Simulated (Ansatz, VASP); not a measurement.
NaI: VASP beside Ansatz

```
CELL_PARAMETERS angstrom
0.00000 3.39898 3.39898
3.39898 0.00000 3.39898
3.39898 3.39898 0.00000
ATOMIC_POSITIONS crystal
Na 0.00000 0.00000 0.00000
I 0.25000 0.25000 0.25000
```

Change from the starting cell: hydrostatic strain -4.1%.

Alike in both runs: task single point; functional PBE; k mesh 6 × 6 × 6; occupations fermi-dirac, width 0.02 eV; no spin polarisation.

|  | VASP | Ansatz |
| --- | --- | --- |
| version | VASP 6.6.1 | Ansatz 0.2.0 |
| potentials or method | VASP PAW PBE potentials, release 64 (Na_pv, I) | plane waves, PAW |
| plane-wave cutoff (eV) | 520 | 420 |
| valence electrons in the cell | 14 | 26 |

|  | VASP | Ansatz | Ansatz less VASP |
| --- | --- | --- | --- |
| gap on the k mesh at the Fermi level (eV) | 4.04 | 4.05 | +0.004 |
| pressure (GPa) | 2.4 | 2.4 | -0.02 |

With one functional, cell and mesh, what is left measures potentials, basis and numerics. VASP's potentials hold 14 valence electrons a cell and Ansatz's 26, so a difference there can come from the potentials and not from the codes.

Spin-orbit coupling is off throughout.
